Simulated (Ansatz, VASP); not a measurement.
## Two plane-wave programs on Ru

Contents of INCAR:

```
SYSTEM = Ru
PREC = Accurate
ENCUT = 600
EDIFF = 1E-7
ISMEAR = -1
SIGMA = 0.05
LREAL = .FALSE.
LASPH = .TRUE.
NELM = 150
ALGO = Normal
ISIF = 3
LWAVE = .FALSE.
LCHARG = .FALSE.
ISPIN = 2
MAGMOM = 1 1
LORBIT = 11
LMAXMIX = 4
GGA = PE
IBRION = 2
NSW = 80
EDIFFG = -0.01
```

The input KPOINTS:

```
regular mesh
0
G
  13 13 8
  0 0 0
```

File POSCAR:

```
Ru
1.0
    2.7038898633      0.0000000000      0.0000000000
   -1.3519449316      2.3416373106      0.0000000000
    0.0000000000      0.0000000000      4.2816800000
Ru
2
Direct
    0.3333333333      0.6666666667      0.2500000000
    0.6666666667      0.3333333333      0.7500000000
```

Input for Ansatz:

```yaml
crystal:
  lattice:
    - [2.7038898633, 0.0, 0.0]
    - [-1.3519449316, 2.3416373106, 0.0]
    - [0.0, 0.0, 4.28168]
  atoms:
    - { symbol: Ru, position: [0.3333333333, 0.6666666667, 0.25], spin: 1.0 }
    - { symbol: Ru, position: [0.6666666667, 0.3333333333, 0.75], spin: 1.0 }
hamiltonian:
  xc: pbe
  pseudopotentials:
    kind: paw
    azcp:
      Ru: "pseudopotentials/Ru.paw.azcp"
basis:
  ecutwfc: 420
  fft_grid_basis: typed
kpoints:
  mp_grid: { grid: [13, 13, 8], shift: [0, 0, 0] }
magnetization:
  spin_polarized: true
scf:
  occupations: { method: fermi_dirac, width: 0.05 }
relax:
  max_steps: 60
  f_tol: 0.01
  cell: {}
```

Alike in both runs: task relaxation of cell and atoms; functional PBE; k mesh 13 × 13 × 8; occupations fermi-dirac, width 0.05 eV; collinear spin.

```csv
,VASP,Ansatz
version,VASP 6.6.1,Ansatz 0.2.0
potentials or method,"VASP PAW PBE potentials, release 64 (Ru_pv), cutoff 600 eV","plane waves (420 eV) with PAW, scalar-relativistic"
valence electrons in the cell,28,32
```

|  | VASP | Ansatz | Ansatz less VASP |
| --- | --- | --- | --- |
| net moment per atom (μB) | 0.00 | 0.00 | 0.000 |
| relaxed volume (Å³/atom) | 13.76 | 13.77 | +0.008 |
| relaxed cell length with the largest relative difference (Å) | 2.723 | 2.724 | +0.0006 |

VASP's potentials hold 28 valence electrons a cell and Ansatz's 32, so a difference there can come from the potentials and not from the codes. Ansatz's warnings: seeded moment not kept.
